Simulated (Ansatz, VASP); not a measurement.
## Zn: VASP beside Ansatz

```
CELL_PARAMETERS angstrom
2.58970 0.00000 0.00000
-1.29485 2.24274 0.00000
0.00000 0.00000 20.91760
ATOMIC_POSITIONS crystal
Zn 0.00000 0.00000 0.38631
Zn 0.33333 0.66667 0.50000
Zn 0.00000 0.00000 0.61369
```

Alike in both runs: functional PBEsol; k mesh 16 × 16 × 1; occupations fermi-dirac, width 0.1 eV; no spin polarisation.

Ansatz relaxed the structure, and its values are those at the end. VASP's run is a single point on that final structure, the one shown.

|  | VASP | Ansatz |
| --- | --- | --- |
| version | VASP 6.6.1 | Ansatz 0.2.0 |
| potentials or method | VASP PAW PBE potentials, release 64 (Zn), cutoff 520 eV | all-electron LAPW, scalar-relativistic |

VASP gave:

```
rms of the force components (eV/Å) : 0.007
```

Task: What did Ansatz give for the same quantities?

Result: rms of the force components (eV/Å): 0.000.

VASP's potentials were made for PBE, not for PBEsol. Ansatz ran all-electron here, and VASP with PAW potentials.
